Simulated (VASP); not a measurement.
# Si4Ru (P4/mmm) in VASP: further runs

Runs on Si4Ru. Level: PBE. Tasks: single point.

All numbers are computed with VASP 6.6.1; they aren't measurements. Logs are shortened: lines on timing, memory, paths and dates and some standing lists are left out, and cuts for length are marked.

**1. The cell of the first run**

The structure is tetragonal, space group P4/mmm (No. 123). The conventional cell has a = 3.000 Å, b = 3.000 Å, c = 8.182 Å, α = 90.00°, β = 90.00°, γ = 90.00°. Si (site symmetry 4mm) has 9 Si at 2.46 to 3.00 Å and 1 Ru at 2.86 Å within 3.2 Å. Si (site symmetry 4mm) has 9 Si at 2.53 to 3.00 Å and 4 Ru at 2.59 Å within 3.3 Å. Ru (site symmetry 4/mmm) has 10 Si at 2.59 to 2.86 Å and 4 Ru at 3.00 Å within 3.4 Å.

The cell was built from a structure type or drawn by symmetry, and may not be a known phase.

**2. Single point, PBE**

Input file INCAR:

```
PREC = Accurate ; ENCUT = 500
EDIFF = 1E-6 ; ISMEAR = 0
SIGMA = 0.2 ; LREAL = F
LASPH = T ; NELM = 120
ALGO = Normal ; ISIF = 2
LWAVE = F ; LCHARG = F
GGA = PE ; NBANDS = 23
GGA_COMPAT = F
```

Input file KPOINTS:

```
regular mesh
0
Gamma
  4 4 3
```

Input file POSCAR:

```
Si4Ru
1.0
    3.0003989508      0.0000000000      0.0000000000
    0.0000000000      3.0003989508      0.0000000000
    0.0000000000      0.0000000000      8.1816797308
Si Ru
4 1
Direct
    0.0000000000      0.0000000000      0.8498060508
    0.0000000000      0.0000000000      0.1501939492
    0.5000000000      0.5000000000      0.3194231466
    0.5000000000      0.5000000000      0.6805768534
    0.0000000000      0.0000000000      0.5000000000
```

Potentials or basis: VASP PAW PBE potentials, release 64 (Si, Ru_pv).

Started as:

```bash
$ cat potpaw_PBE.64/Si/POTCAR potpaw_PBE.64/Ru_pv/POTCAR > POTCAR
$ mpirun -np 1 vasp_std > vasp.out
```

OUTCAR:

```text
PREC = Accurate
   ENCUT = 500
   EDIFF = 1E-6
   ISMEAR = 0
   LREAL = F
   LASPH = T
   NELM = 120
   ISIF = 2
   GGA = PE

 ion  position               nearest neighbor table
   1  0.000  0.000  0.850-   2 2.46   4 2.53   4 2.53   4 2.53   4 2.53   5 2.86
   2  0.000  0.000  0.150-   1 2.46   3 2.53   3 2.53   3 2.53   3 2.53   5 2.86
   3  0.500  0.500  0.319-   2 2.53   2 2.53   2 2.53   2 2.53   5 2.59   5 2.59   5 2.59   5 2.59
                             4 2.95
   4  0.500  0.500  0.681-   1 2.53   1 2.53   1 2.53   1 2.53   5 2.59   5 2.59   5 2.59   5 2.59
                             3 2.95
   5  0.000  0.000  0.500-   3 2.59   4 2.59   3 2.59   4 2.59   3 2.59   4 2.59   3 2.59   4 2.59
                             1 2.86   2 2.86

  LATTYP: Found a simple tetragonal cell.
 ALAT       =     3.0003989508
 C/A-ratio  =     2.7268639487

  Lattice vectors:

 A1 = (   3.0003989508,   0.0000000000,   0.0000000000)
 A2 = (   0.0000000000,   3.0003989508,   0.0000000000)
 A3 = (   0.0000000000,   0.0000000000,   8.1816797308)

Analysis of symmetry for initial positions (statically):
=====================================================================
 Subroutine PRICEL returns:
 Original cell was already a primitive cell.

 Routine SETGRP: Setting up the symmetry group for a
 simple tetragonal supercell.

 Subroutine GETGRP returns: Found 16 space group operations
 (whereof 16 operations were pure point group operations)
 out of a pool of 16 trial point group operations.

The static configuration has the point symmetry D_4h.

Analysis of symmetry for dynamics (positions and initial velocities):
=====================================================================
 Subroutine PRICEL returns:
 Original cell was already a primitive cell.

 Routine SETGRP: Setting up the symmetry group for a
 simple tetragonal supercell.

 Subroutine GETGRP returns: Found 16 space group operations
 (whereof 16 operations were pure point group operations)
 out of a pool of 16 trial point group operations.

The dynamic configuration has the point symmetry D_4h.

 Subroutine INISYM returns: Found 16 space group operations
 (whereof 16 operations are pure point group operations),
 and found     1 'primitive' translations

[... 77 lines left out ...]
 SYSTEM =  unknown system
   PREC   = accura    normal or accurate (medium, high low for compatibility)
   ISTART =      0    job   : 0-new  1-cont  2-samecut
   ICHARG =      2    charge: 1-file 2-atom 10-const
   ISPIN  =      1    spin polarized calculation?
   LNONCOLLINEAR =      F non collinear calculations
   LSORBIT =      F    spin-orbit coupling
   LASPH  =      T    aspherical Exc in radial PAW
   ENCUT  =  500.0 eV  36.75 Ry    6.06 a.u.   5.47  5.47 14.92*2*pi/ulx,y,z
   NELM   =    120;   NELMIN=  2; NELMDL= -5     # of ELM steps
   EDIFF  = 0.1E-05   stopping-criterion for ELM
   LREAL  =      F    real-space projection
[... 7 lines left out ...]
   TEBEG  =    0.0;   TEEND  =   0.0 temperature during run
   PSTRESS=    0.0 pullay stress
   NELECT =      30.0000    total number of electrons
   NUPDOWN=      -1.0000    fix difference up-down
   EMIN   =  10.00;   EMAX   =-10.00  energy-range for DOS
   EFERMI =   0.00;   METHOD = LEGACY
   ISMEAR =     0;   SIGMA  =   0.20  broadening in eV -4-tet -1-fermi 0-gaus
   EFERMI_NEDOS =   21; number of points for ismear=-14 and -15
   IALGO  =     38    algorithm
   IMIX   =      4    mixing-type and parameters
     AMIX     =   0.40;   BMIX     =  1.00
     AMIX_MAG =   1.60;   BMIX_MAG =  1.00
  volume/ion in A,a.u.               =      14.73        99.41
  Fermi-wavevector in a.u.,A,eV,Ry     =   1.213524  2.293228 20.036495  1.472641
  Thomas-Fermi vector in A             =   2.348973
   LORBIT       =      0    0 simple, 1 ext, 2 COOP (PROOUT), +10 PAW based schemes
   GGA     = PE    functional components
   LHFCALC =     F    Hartree Fock is set to
   AEXX    =    0.0000 exact exchange contribution
   IVDW    =     0    specifies the selected vdW correction
   LEPSILON=     F    determine dielectric tensor
   LRPA    =     F    only Hartree local field effects (RPA)
 non-spin polarized calculation
 Gauss-broadening in eV      SIGMA  =   0.20
  energy-cutoff  :      500.00
  volume of cell :       73.65
 maximum number of plane-waves:      1901
 NGX is ok and might be reduce to    24
   NGX = 11   NGY = 11   NGZ = 29

 number of electron      29.9999999 magnetization

 Free energy of the ion-electron system (eV)
  ---------------------------------------------------
  ext. energy  EPLUGINS =         0.00000000
  ---------------------------------------------------
  free energy    TOTEN  =       -30.66944859 eV

  energy without entropy =      -30.63246774  energy(sigma->0) =      -30.65095817

 E-fermi :  10.1901     XC(G=0): -11.4597

 val. band max:       10.0405269138   @ k =   0.5000   0.2500   0.3333
 cond. band min:      10.2491697872   @ k =   0.5000   0.5000   0.3333
 fundamental gap:      0.2086428734
 Fermi energy:        10.1900678512

 k-point     1 :       0.0000    0.0000    0.0000
  band No.  band energies     occupation
      1     -32.7889      2.00000
      2     -32.7465      2.00000
      3     -32.7465      2.00000
      4      -3.5453      2.00000
      5      -2.3541      2.00000
      6       0.3506      2.00000
[... 301 lines left out ...]
     22      13.4034      0.00000
     23      14.4658      0.00000

------------------------ aborting loop because EDIFF is reached ----------------------------------------

  FORCE on cell =-STRESS in cart. coord.  units (eV):
  Direction    XX          YY          ZZ          XY          YZ          ZX
  --------------------------------------------------------------------------------------
  -------------------------------------------------------------------------------------
  Total        0.0120812      0.0120812      0.0984440      0.0000000     -0.0000000      0.0000000
  in kB        0.2627978      0.2627978      2.1414074      0.0000000     -0.0000000      0.0000000
  external PRESSURE =       0.8890010 kB  Pullay stress =       0.0000000 kB

 VOLUME and BASIS-vectors are now :
 -----------------------------------------------------------------------------
  energy-cutoff  :      500.00
  volume of cell :       73.65
      direct lattice vectors                 reciprocal lattice vectors
     3.000398951  0.000000000  0.000000000     0.333289011  0.000000000  0.000000000
     0.000000000  3.000398951  0.000000000     0.000000000  0.333289011  0.000000000
     0.000000000  0.000000000  8.181679731     0.000000000  0.000000000  0.122224290

 POSITION                                       TOTAL-FORCE (eV/Angst)
 -----------------------------------------------------------------------------------
      0.00000      0.00000      6.95284        -0.000000      0.000000     -0.068372
      0.00000      0.00000      1.22884         0.000000     -0.000000      0.068372
      1.50020      1.50020      2.61342         0.000000     -0.000000      0.002809
      1.50020      1.50020      5.56826        -0.000000      0.000000     -0.002809
      0.00000      0.00000      4.09084         0.000000      0.000000      0.000000
 -----------------------------------------------------------------------------------
    total drift:                                0.000000      0.000000     -0.000000

  FREE ENERGIE OF THE ION-ELECTRON SYSTEM (eV)
  ---------------------------------------------------
  free  energy   TOTEN  =       -30.6694485920 eV

  energy  without entropy=      -30.6324677398  energy(sigma->0) =      -30.65095817
```

OSZICAR:

```text
N       E                     dE             d eps       ncg     rms          rms(c)
DAV:   1     0.135735605469E+03    0.13574E+03   -0.15004E+04   616   0.116E+03
DAV:   2    -0.259228221947E+02   -0.16166E+03   -0.15303E+03   622   0.262E+02
DAV:   3    -0.315382996229E+02   -0.56155E+01   -0.54739E+01   701   0.433E+01
DAV:   4    -0.316131537944E+02   -0.74854E-01   -0.74789E-01   645   0.535E+00
DAV:   5    -0.316146766507E+02   -0.15229E-02   -0.15227E-02   722   0.720E-01    0.158E+01
DAV:   6    -0.315989788004E+02    0.15698E-01   -0.81215E+00   664   0.218E+01    0.828E+00
DAV:   7    -0.309114188226E+02    0.68756E+00   -0.62244E+00   660   0.194E+01    0.548E+00
DAV:   8    -0.306868010261E+02    0.22462E+00   -0.42858E-01   659   0.517E+00    0.177E+00
DAV:   9    -0.306695020677E+02    0.17299E-01   -0.75453E-02   709   0.206E+00    0.383E-01
DAV:  10    -0.306693901175E+02    0.11195E-03   -0.33300E-03   638   0.434E-01    0.215E-01
DAV:  11    -0.306694483497E+02   -0.58232E-04   -0.62333E-04   694   0.176E-01    0.718E-02
DAV:  12    -0.306694424855E+02    0.58643E-05   -0.72384E-05   671   0.715E-02    0.185E-02
DAV:  13    -0.306694485199E+02   -0.60344E-05   -0.10004E-05   664   0.193E-02    0.722E-03
DAV:  14    -0.306694485920E+02   -0.72153E-07   -0.92914E-07   510   0.600E-03
   1 F= -.30669449E+02 E0= -.30650958E+02  d E =-.369809E-01
```

It took 11 s on 1 thread of AMD EPYC 9R45 (Zen 5), shared host; peak memory 0.14 GiB.

Results:

| Property | Result |
| --- | --- |
| Free energy | -30.6694 eV |
| Pressure | 0.1 GPa |
| Largest force | 0.068 eV/Å |
| Band gap on the k mesh | zero (bands 15 and 16 overlap by 2.01 eV) |

Forces on the atoms (eV/Å):
```
Si   0.000  0.000 -0.068
Si   0.000  0.000  0.068
Si   0.000  0.000  0.003
Si   0.000  0.000 -0.003
Ru   0.000  0.000  0.000
```

Stress tensor (GPa, compression positive):
```
0.03 0.00 0.00
0.00 0.03 0.00
0.00 0.00 0.21
```

Caveat: the k points lie up to 0.52 Å⁻¹ apart, too coarse for converged energies and pressures of a metal.

**3. Single point, PBE**

This run uses another cell than the first one, of 15.94 Å³/atom.

Input file INCAR:

```
PREC = Accurate
ENCUT = 500
EDIFF = 1E-6
ISMEAR = 0
SIGMA = 0.1
LREAL = False
LASPH = True
NELM = 120
ALGO = Normal
ISIF = 2
LWAVE = False
LCHARG = False
GGA = PE
NBANDS = 23
GGA_COMPAT = False
```

Input file KPOINTS:

```
regular mesh
0
Gamma
  4 4 4
```

Input file POSCAR:

```
Si4Ru
1.0
    3.9083085509      0.0000000000      0.0000000000
    0.0000000000      3.9083085509      0.0000000000
    0.0000000000      0.0000000000      5.2173340644
Si Ru
4 1
Direct
    0.5000000000      0.0000000000      0.7233987057
    0.0000000000      0.5000000000      0.2766012943
    0.5000000000      0.0000000000      0.2766012943
    0.0000000000      0.5000000000      0.7233987057
    0.0000000000      0.0000000000      0.0000000000
```

Potentials or basis: VASP PAW PBE potentials, release 64 (Si, Ru_pv).

Started as:

```bash
$ cat potpaw_PBE.64/Si/POTCAR potpaw_PBE.64/Ru_pv/POTCAR > POTCAR
$ mpirun -np 1 vasp_std > vasp.out
```

It took 15 s on 1 thread of AMD EPYC 9R45 (Zen 5), shared host; peak memory 0.15 GiB.

The run converged. Its results:

```yaml
Free_energy: -31.3573 eV
Pressure: 0.2 GPa
Largest_force: 0.051 eV/Å
Band_gap_on_the_k_mesh: zero (bands 15 and 16 overlap by 2.91 eV)
```

Forces on the atoms (eV/Å):
```
Si   0.000  0.000  0.051
Si   0.000  0.000 -0.051
Si   0.000  0.000 -0.051
Si   0.000  0.000  0.051
Ru   0.000  0.000  0.000
```

Stress tensor (GPa, compression positive):
```
0.23 0.00 0.00
0.00 0.23 0.00
0.00 0.00 0.14
```

Levels at points of the mesh, in eV from the Fermi level:
```
           k point  band 12  band 13  band 14  band 15  band 16  band 17  band 18  band 19
(0.00, 0.00, 0.00)    -3.24    -2.23    -2.13     0.07     2.66     3.16     3.16     4.49
(0.50, 0.00, 0.00)    -2.81    -1.96    -1.27    -0.13    -0.12     0.90     2.18     3.09
(0.50, 0.50, 0.00)    -2.70    -2.61    -2.35    -1.85    -1.60     1.31     1.31     2.44
(0.00, 0.00, 0.50)    -1.70    -1.70    -1.39     0.13     0.13     1.98     2.25     2.96
(0.50, 0.00, 0.50)    -2.10    -0.44    -0.35     0.29     0.34     0.92     1.60     2.39
(0.50, 0.50, 0.50)    -3.05    -3.05    -2.59    -1.57     0.35     3.08     3.08     4.68
```

Caveat: the k points lie up to 0.40 Å⁻¹ apart, too coarse for converged energies and pressures of a metal.
